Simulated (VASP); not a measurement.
# Si5Te (F-43m) in VASP: further runs

Si5Te is run at these levels: PBE; tasks: single point, relaxation of cell and atoms.

Everything below comes from runs of VASP 6.6.1. Logs are shortened: lines on timing, memory, paths and dates and some standing lists are left out, and cuts for length are marked.

## Step 1: The cell of the first run

Symmetry: F-43m, No. 216, cubic system. Conventional cell: a = 7.459 Å, b = 7.459 Å, c = 7.459 Å, α = 90.00°, β = 90.00°, γ = 90.00°. Si (site symmetry -43m) has 12 Si at 3.09 Å and 4 Te at 3.23 Å within 4.1 Å. Si (site symmetry 3m) has 9 Si at 2.62 to 3.09 Å and 3 Te at 3.09 Å within 3.5 Å. Te (site symmetry -43m) has 16 Si at 3.09 to 3.23 Å within 4.1 Å.

## Step 2: Single point, PBE

INCAR reads:

```
SYSTEM = Si5Te
PREC = Accurate
ENCUT = 500
EDIFF = 1E-6
ISMEAR = 0
SIGMA = 0.1
LREAL = .False.
LASPH = .True.
NELM = 120
ALGO = Normal
ISIF = 2
LWAVE = .False.
LCHARG = .False.
GGA = PE
NBANDS = 22
GGA_COMPAT = .False.
```

KPOINTS reads:

```
regular mesh
0
Gamma
  4 4 4
  0 0 0
```

POSCAR reads:

```
Si5Te
1.0
    0.0000000000      3.7296461833      3.7296461833
    3.7296461833      0.0000000000      3.7296461833
    3.7296461833      3.7296461833      0.0000000000
Si Te
5 1
Direct
    0.2500000000      0.2500000000      0.2500000000
    0.1229696680      0.6256767773      0.6256767773
    0.6256767773      0.6256767773      0.6256767773
    0.6256767773      0.6256767773      0.1229696680
    0.6256767773      0.1229696680      0.6256767773
    0.0000000000      0.0000000000      0.0000000000
```

Potentials or basis: VASP PAW PBE potentials, release 64 (Si, Te).

The run is started by

```
cat potpaw_PBE.64/Si/POTCAR potpaw_PBE.64/Te/POTCAR > POTCAR
mpirun -np 1 vasp_std > vasp.out
```

OUTCAR:

```text
SYSTEM = Si5Te
   PREC = Accurate
   ENCUT = 500
   EDIFF = 1E-6
   ISMEAR = 0
   LREAL = .False.
   LASPH = .True.
   NELM = 120
   ISIF = 2
   GGA = PE

 ion  position               nearest neighbor table
   1  0.250  0.250  0.250-   2 3.09   4 3.09   5 3.09   3 3.09   3 3.09   3 3.09   2 3.09   2 3.09
                             4 3.09   5 3.09   4 3.09   5 3.09   6 3.23   6 3.23   6 3.23   6 3.23
   2  0.123  0.626  0.626-   3 2.62   4 2.62   5 2.62   3 2.65   4 2.65   5 2.65   6 3.09   6 3.09
                             6 3.09   1 3.09   1 3.09   1 3.09
   3  0.626  0.626  0.626-   2 2.62   4 2.62   5 2.62   4 2.65   5 2.65   2 2.65   6 3.09   6 3.09
                             6 3.09   1 3.09   1 3.09   1 3.09
   4  0.626  0.626  0.123-   2 2.62   3 2.62   5 2.62   3 2.65   5 2.65   2 2.65   6 3.09   6 3.09
                             6 3.09   1 3.09   1 3.09   1 3.09
   5  0.626  0.123  0.626-   2 2.62   3 2.62   4 2.62   4 2.65   3 2.65   2 2.65   6 3.09   6 3.09
                             6 3.09   1 3.09   1 3.09   1 3.09
   6  0.000  0.000  0.000-   4 3.09   5 3.09   2 3.09   4 3.09   2 3.09   5 3.09   3 3.09   3 3.09
                             3 3.09   2 3.09   4 3.09   5 3.09   1 3.23   1 3.23   1 3.23   1 3.23

  LATTYP: Found a face centered cubic cell.
 ALAT       =     7.4592923666

  Lattice vectors:

 A1 = (   0.0000000000,   3.7296461833,   3.7296461833)
 A2 = (   3.7296461833,   0.0000000000,   3.7296461833)
 A3 = (   3.7296461833,   3.7296461833,   0.0000000000)

Analysis of symmetry for initial positions (statically):
=====================================================================
 Subroutine PRICEL returns:
 Original cell was already a primitive cell.

 Routine SETGRP: Setting up the symmetry group for a
 face centered cubic supercell.

 Subroutine GETGRP returns: Found 24 space group operations
 (whereof 24 operations were pure point group operations)
 out of a pool of 48 trial point group operations.

The static configuration has the point symmetry T_d .

Analysis of symmetry for dynamics (positions and initial velocities):
=====================================================================
 Subroutine PRICEL returns:
 Original cell was already a primitive cell.

 Routine SETGRP: Setting up the symmetry group for a
 face centered cubic supercell.

 Subroutine GETGRP returns: Found 24 space group operations
 (whereof 24 operations were pure point group operations)
 out of a pool of 48 trial point group operations.

[... 94 lines left out ...]
   NSW    =      0    number of steps for IOM
   IBRION =     -1    ionic relax: 0-MD 1-quasi-New 2-CG
   NFREE  =      0    steps in history (QN), initial steepest desc. (CG)
   ISIF   =      2    stress and relaxation
   ISYM   =      2    0-nonsym 1-usesym 2-fastsym
   POTIM  = 0.5000    time-step for ionic-motion
   TEBEG  =    0.0;   TEEND  =   0.0 temperature during run
   PSTRESS=    0.0 pullay stress
   NELECT =      26.0000    total number of electrons
   NUPDOWN=      -1.0000    fix difference up-down
   EMIN   =  10.00;   EMAX   =-10.00  energy-range for DOS
   EFERMI =   0.00;   METHOD = LEGACY
   ISMEAR =     0;   SIGMA  =   0.10  broadening in eV -4-tet -1-fermi 0-gaus
   EFERMI_NEDOS =   21; number of points for ismear=-14 and -15
   IALGO  =     38    algorithm
   IMIX   =      4    mixing-type and parameters
     AMIX     =   0.40;   BMIX     =  1.00
     AMIX_MAG =   1.60;   BMIX_MAG =  1.00
  volume/ion in A,a.u.               =      17.29       116.70
  Fermi-wavevector in a.u.,A,eV,Ry     =   1.032100  1.950386 14.493331  1.065230
  Thomas-Fermi vector in A             =   2.166281
   LORBIT       =      0    0 simple, 1 ext, 2 COOP (PROOUT), +10 PAW based schemes
   GGA     = PE    functional components
   LHFCALC =     F    Hartree Fock is set to
   AEXX    =    0.0000 exact exchange contribution
   IVDW    =     0    specifies the selected vdW correction
   LEPSILON=     F    determine dielectric tensor
   LRPA    =     F    only Hartree local field effects (RPA)
 non-spin polarized calculation
 Gauss-broadening in eV      SIGMA  =   0.10
  energy-cutoff  :      500.00
  volume of cell :      103.76
 maximum number of plane-waves:      2685
 NGX is ok and might be reduce to    40
   NGX = 19   NGY = 19   NGZ = 19

 number of electron      25.9999997 magnetization

 Free energy of the ion-electron system (eV)
  ---------------------------------------------------
  ext. energy  EPLUGINS =         0.00000000
  ---------------------------------------------------
  free energy    TOTEN  =       -26.05356957 eV

  energy without entropy =      -26.01595107  energy(sigma->0) =      -26.03476032

 E-fermi :   9.3327     XC(G=0): -10.8137

 val. band max:        9.3121973725   @ k =   0.5000   0.5000   0.0000
 cond. band min:       9.3761261067   @ k =   0.5000   0.5000   0.0000
 fundamental gap:      0.0639287342
 Fermi energy:         9.3326571251

 k-point     1 :       0.0000    0.0000    0.0000
  band No.  band energies     occupation
      1      -5.0352      2.00000
      2      -0.1044      2.00000
      3       2.4208      2.00000
      4       3.5211      2.00000
      5       3.5211      2.00000
      6       3.5211      2.00000
[... 189 lines left out ...]
     21      13.6088      0.00000
     22      13.6160      0.00000

------------------------ aborting loop because EDIFF is reached ----------------------------------------

  FORCE on cell =-STRESS in cart. coord.  units (eV):
  Direction    XX          YY          ZZ          XY          YZ          ZX
  --------------------------------------------------------------------------------------
  -------------------------------------------------------------------------------------
  Total        0.0097166      0.0097166      0.0097166     -0.0000000      0.0000000     -0.0000000
  in kB        0.1500353      0.1500353      0.1500353     -0.0000000      0.0000000     -0.0000000
  external PRESSURE =       0.1500353 kB  Pullay stress =       0.0000000 kB

 VOLUME and BASIS-vectors are now :
 -----------------------------------------------------------------------------
  energy-cutoff  :      500.00
  volume of cell :      103.76
      direct lattice vectors                 reciprocal lattice vectors
     0.000000000  3.729646183  3.729646183    -0.134060974  0.134060974  0.134060974
     3.729646183  0.000000000  3.729646183     0.134060974 -0.134060974  0.134060974
     3.729646183  3.729646183  0.000000000     0.134060974  0.134060974 -0.134060974

 POSITION                                       TOTAL-FORCE (eV/Angst)
 -----------------------------------------------------------------------------------
      1.86482      1.86482      1.86482         0.000000      0.000000      0.000000
      4.66711      2.79219      2.79219         0.002879     -0.002879     -0.002879
      4.66711      4.66711      4.66711         0.002879      0.002879      0.002879
      2.79219      2.79219      4.66711        -0.002879     -0.002879      0.002879
      2.79219      4.66711      2.79219        -0.002879      0.002879     -0.002879
      0.00000      0.00000      0.00000         0.000000      0.000000      0.000000
 -----------------------------------------------------------------------------------
    total drift:                                0.000000      0.000000      0.000000

  FREE ENERGIE OF THE ION-ELECTRON SYSTEM (eV)
  ---------------------------------------------------
  free  energy   TOTEN  =       -26.0535695673 eV

  energy  without entropy=      -26.0159510687  energy(sigma->0) =      -26.03476032
```

OSZICAR:

```text
N       E                     dE             d eps       ncg     rms          rms(c)
DAV:   1     0.526589764886E+02    0.52659E+02   -0.99305E+03   352   0.960E+02
DAV:   2    -0.228810691899E+02   -0.75540E+02   -0.72732E+02   462   0.145E+02
DAV:   3    -0.265338991457E+02   -0.36528E+01   -0.35348E+01   444   0.263E+01
DAV:   4    -0.265929287081E+02   -0.59030E-01   -0.58865E-01   420   0.367E+00
DAV:   5    -0.265935236967E+02   -0.59499E-03   -0.59480E-03   460   0.375E-01    0.977E+00
DAV:   6    -0.260782045768E+02    0.51532E+00   -0.13066E+00   418   0.478E+00    0.587E+00
DAV:   7    -0.260620116165E+02    0.16193E-01   -0.25723E-01   412   0.203E+00    0.402E+00
DAV:   8    -0.260538929730E+02    0.81186E-02   -0.18192E-02   388   0.632E-01    0.159E+00
DAV:   9    -0.260536535627E+02    0.23941E-03   -0.24831E-03   434   0.254E-01    0.367E-01
DAV:  10    -0.260535743167E+02    0.79246E-04   -0.21919E-04   434   0.779E-02    0.191E-01
DAV:  11    -0.260535708189E+02    0.34978E-05   -0.93088E-05   416   0.403E-02    0.586E-02
DAV:  12    -0.260535692025E+02    0.16165E-05   -0.18312E-05   416   0.200E-02    0.168E-02
DAV:  13    -0.260535695673E+02   -0.36481E-06   -0.59081E-07   218   0.447E-03
   1 F= -.26053570E+02 E0= -.26034760E+02  d E =-.376185E-01
```

Wall time 26 s (1 thread of Intel Xeon 6975P-C, shared host); peak memory 0.24 GiB.

What came out:

```
Free energy            : -26.0536 eV
Pressure               : 0.0 GPa
Largest force          : 0.005 eV/Å
Band gap on the k mesh : zero (band 13 reaches 9.56 eV, above the bottom of band 14 at 6.95 eV)
```

Forces in eV/Å, atoms in the order of the input:
```
Si   0.000  0.000  0.000
Si   0.003 -0.003 -0.003
Si   0.003  0.003  0.003
Si  -0.003 -0.003  0.003
Si  -0.003  0.003 -0.003
Te   0.000  0.000  0.000
```

Caveat: the k points lie up to 0.36 Å⁻¹ apart; spin-orbit coupling is left out, which moves the levels of the heavy elements.

## Step 3: Single point, PBE

This run uses another cell than the first one, of 20.15 Å³/atom, 1.165 times its volume.

INCAR reads:

```
PREC     = Accurate       # precision mode
ENCUT    = 500            # plane-wave cutoff, eV
EDIFF    = 1E-6           # SCF threshold, eV
ISMEAR   = 0              # smearing method
SIGMA    = 0.1            # smearing width, eV
LREAL    = F              # projectors in reciprocal space
LASPH    = T              # aspherical terms in the spheres
NELM     = 120            # most SCF steps
ALGO     = Normal         # electronic algorithm
ISIF     = 2              # what is computed and relaxed
LWAVE    = F              # write WAVECAR
LCHARG   = T              # write CHGCAR
GGA      = PE             # functional
LELF     = T              # ELF
LVHAR    = T            
NBANDS   = 22             # bands
GGA_COMPAT= F
```

KPOINTS reads:

```
Automatic mesh
0
Gamma
  4 4 4
```

POSCAR reads:

```
Si5Te
1.0
    0.0000000000      3.9246184800      3.9246184800
    3.9246184800      0.0000000000      3.9246184800
    3.9246184800      3.9246184800      0.0000000000
Si Te
5 1
Direct
    0.2500000000      0.2500000000      0.2500000000
    0.1295901500      0.6234699500      0.6234699500
    0.6234699500      0.6234699500      0.6234699500
    0.6234699500      0.6234699500      0.1295901500
    0.6234699500      0.1295901500      0.6234699500
    0.0000000000      0.0000000000      0.0000000000
```

Potentials or basis: VASP PAW PBE potentials, release 64 (Si, Te).

The run is started by

```
cat potpaw_PBE.64/Si/POTCAR potpaw_PBE.64/Te/POTCAR > POTCAR
mpirun -np 1 vasp_std > vasp.out
```

Wall time 26 s (1 thread of Intel Xeon 6975P-C, shared host); peak memory 0.24 GiB.

Results (log left out):

```yaml
Free_energy: -25.6642 eV
Pressure: -6.6 GPa
Largest_force: 0.170 eV/Å
Band_gap_on_the_k_mesh: zero (band 13 reaches 7.66 eV, above the bottom of band 14 at 5.54 eV)
```

Forces on the atoms (eV/Å):
```
Si   0.000  0.000  0.000
Si  -0.098  0.098  0.098
Si  -0.098 -0.098 -0.098
Si   0.098  0.098 -0.098
Si   0.098 -0.098  0.098
Te   0.000  0.000  0.000
```

Levels at points of the mesh, in eV from the Fermi level:
```tsv
k point	band 11	band 12	band 13	band 14	band 15	band 16
(0.00, 0.00, 0.00)	-2.55	-2.55	-2.55	-1.90	-1.90	3.32
(0.50, 0.00, 0.00)	-1.16	-1.16	-0.47	-0.47	1.32	2.07
(0.50, 0.50, 0.00)	-0.28	-0.28	-0.12	0.17	0.33	0.96
```

Caveat: spin-orbit coupling is left out, which moves the levels of the heavy elements.

[end of part 1 of 2]
